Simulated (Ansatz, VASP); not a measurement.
AgBiSCl2 in VASP and in Ansatz

```xyz
10
Lattice="3.9310 0.0000 0.0000 1.9655 -6.7869 0.0000 0.0000 0.0000 -8.7350" Properties=species:S:1:pos:R:3 pbc="T T T"
Cl    1.9655   -2.1205   -3.8246
Cl    3.9310   -4.6664   -8.1921
Cl    3.9310   -4.6664   -4.9104
Cl    1.9655   -2.1205   -0.5429
Bi    1.9655   -2.8298   -6.5513
Bi    3.9310   -3.9570   -2.1838
Ag    0.0000    0.0000   -4.3675
Ag    0.0000    0.0000    0.0000
S     3.9310   -1.0991   -6.5513
S     1.9655   -5.6878   -2.1838
```

Alike in both runs: task single point; functional LDA; k mesh 5 × 5 × 2; no spin polarisation.

|  | VASP | Ansatz |
| --- | --- | --- |
| version | VASP 6.6.1 | Ansatz 0.2.0 |
| potentials or method | VASP PAW LDA potentials, release 64 (Cl, Bi_d, Ag, S), cutoff 520 eV | PAW plane waves |
| occupations | methfessel-paxton of order 1, width 0.0415 eV | cold, width 0.0415 eV |
| valence electrons in the cell | 92 | 108 |

```tsv
	VASP	Ansatz	Ansatz less VASP
gap on the k mesh at the Fermi level (eV)	1.04	1.03	-0.014
pressure (GPa)	-1.8	-1.8	-0.04
traceless stress, the component that is largest in VASP (GPa)	-1.69	-1.74	-0.053
rms of the force components (eV/Å)	0.210	0.207	-0.0034
```

LDA's correlation is that of Perdew and Zunger in VASP and of Perdew and Wang (1992) in Ansatz. Atom by atom the forces differ by 0.004 eV/Å (rms over components). VASP's potentials hold 92 valence electrons a cell and Ansatz's 108, so a difference there can come from the potentials and not from the codes.

Spin-orbit coupling is off throughout.
